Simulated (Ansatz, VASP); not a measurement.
# Ca: VASP beside Ansatz

```
Ca
1.0
     0.00000    2.76515    2.76515
     2.76515    0.00000    2.76515
     2.76515    2.76515    0.00000
Ca
1
Direct
  0.00000 0.00000 0.00000
```

Alike in both runs: functional PBE; k mesh 14 × 14 × 14; occupations fermi-dirac, width 0.15 eV; no spin polarisation.

Ansatz relaxed the structure, and its values are those at the end. VASP's run is a single point on that final structure, the one shown.

|  | VASP | Ansatz |
| --- | --- | --- |
| version | VASP 6.6.1 | Ansatz 0.2.0 |
| potentials or method | VASP PAW PBE potentials, release 64 (Ca_sv), cutoff 500 eV | scalar-relativistic, plane waves, PAW |
| valence electrons in the cell | 10 | 10 |

|  | VASP | Ansatz | Ansatz less VASP |
| --- | --- | --- | --- |
| gap on the k mesh at the Fermi level (eV) | none | none | - |
| pressure (GPa) | 0.0 | 0.0 | 0.00 |

A gap of «none» marks a metal or a gap that the smearing closes. With one functional, cell and mesh, what is left measures potentials, basis and numerics.
